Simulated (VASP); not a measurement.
A run of VASP 6.6.1:

The input INCAR:

```
SYSTEM = SnSe
PREC = Accurate ; ENCUT = 520
EDIFF = 1E-7 ; ISMEAR = -1
SIGMA = 0.02 ; LREAL = .False.
LASPH = .True. ; NELM = 60
ALGO = Normal ; ISIF = 2
LWAVE = .False. ; LCHARG = .False.
GGA = PE ; NBANDS = 28
```

File KPOINTS:

```
Automatic mesh
0
Gamma
  6 6 4
  0 0 0
```

The input POSCAR:

```
SnSe
1.0
    4.8068298639      0.0000000000      0.0000000000
   -2.4034149320      4.1628367738      0.0000000000
    0.0000000000      0.0000000000      6.1736757433
Sn Se
2 2
Direct
    0.3333333333      0.6666666667     -0.0413779700
    0.6666666667      0.3333333333      0.4586220300
    0.3333333333      0.6666666667      0.4163779700
    0.6666666667      0.3333333333      0.9163779700
```

Potentials or basis: VASP PAW PBE potentials, release 64 (Sn_d, Se).

Launch:

```bash
$ cat potpaw_PBE.64/Sn_d/POTCAR potpaw_PBE.64/Se/POTCAR > POTCAR
$ mpirun -np 1 vasp_std > vasp.out
```

Hardware: 1 thread of AMD EPYC 7R13 Processor (Zen 3), with other jobs on the host.

How long does it take, and how much memory?

It took 65 s on 1 thread of AMD EPYC 7R13 Processor (Zen 3), on a shared host, peak memory 0.24 GiB. Counts: scf iterations 15, k points 21.
